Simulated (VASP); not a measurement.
The system is As.

```xyz
1
Lattice="2.7377 0.0000 0.0000 0.0000 2.7377 0.0000 0.0000 0.0000 2.7377" Properties=species:S:1:pos:R:3 pbc="T T T"
As    0.0000    0.0000    0.0000
```

- Program: VASP 6.6.1
- Task: relaxation of cell and atoms
- Functional: PBEsol
- Potentials or basis: VASP PAW PBE potentials, release 64 (As)
- Cutoff: 600 eV
- k mesh: 14 × 14 × 14
- Occupations: fermi-dirac, width 0.05 eV
- Spin: no spin polarisation

At the start: pressure -3.8 GPa; volume 20.52 Å³/atom.

How do energy, volume and symmetry change on relaxing?

Over 3 steps the energy falls by 12.0 meV/atom and the volume is 19.55 Å³/atom (-4.7 %); space group Pm-3m (No. 221, to 0.05 Å).

The path:
| step | energy change (eV) | largest force (eV/Å) | pressure (GPa) | volume (Å³) |
| --- | --- | --- | --- | --- |
| 1 | 0.0000 | 0.0000 | -3.80 | 20.52 |
| 2 | -0.0093 | 0.0000 | 2.07 | 19.11 |
| 3 | -0.0120 | 0.0000 | 0.00 | 19.55 |

Final structure:
```yaml
crystal:
  lattice:
    - [2.69375, 0.00000, 0.00000]
    - [0.00000, 2.69375, 0.00000]
    - [0.00000, 0.00000, 2.69375]
  atoms:
    - { symbol: As, position: [0.00000, 0.00000, 0.00000] }
```

Caveat: the PAW data sets were made with another functional, which shifts forces and pressure a little.
